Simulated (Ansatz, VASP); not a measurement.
# Ba: VASP beside Ansatz

```
Ba
1.0
     8.02209    0.00000    0.00000
     0.00000    8.02209    0.00000
     0.00000    0.00000    8.02209
Ba
8
Direct
  0.00000 0.00000 0.00000
  0.50000 0.50000 0.50000
  0.25000 0.00000 0.50000
  0.75000 0.00000 0.50000
  0.50000 0.25000 0.00000
  0.50000 0.75000 0.00000
  0.00000 0.50000 0.25000
  0.00000 0.50000 0.75000
```

Alike in both runs: functional PBE; k mesh 4 × 4 × 4; occupations fermi-dirac, width 0.1 eV; no spin polarisation.

Ansatz relaxed the structure, and its values are those at the end. VASP's run is a single point on that final structure, the one shown.

```csv
,VASP,Ansatz
version,VASP 6.6.1,Ansatz 0.2.0
potentials or method,"VASP PAW PBE potentials, release 64 (Ba_sv), cutoff 520 eV","plane waves (420 eV) with PAW, scalar-relativistic"
valence electrons in the cell,80,80
```

|  | VASP | Ansatz | Ansatz less VASP |
| --- | --- | --- | --- |
| pressure (GPa) | 0.0 | 0.0 | -0.04 |

With one functional, cell and mesh, what is left measures potentials, basis and numerics.

Spin-orbit coupling is off throughout.
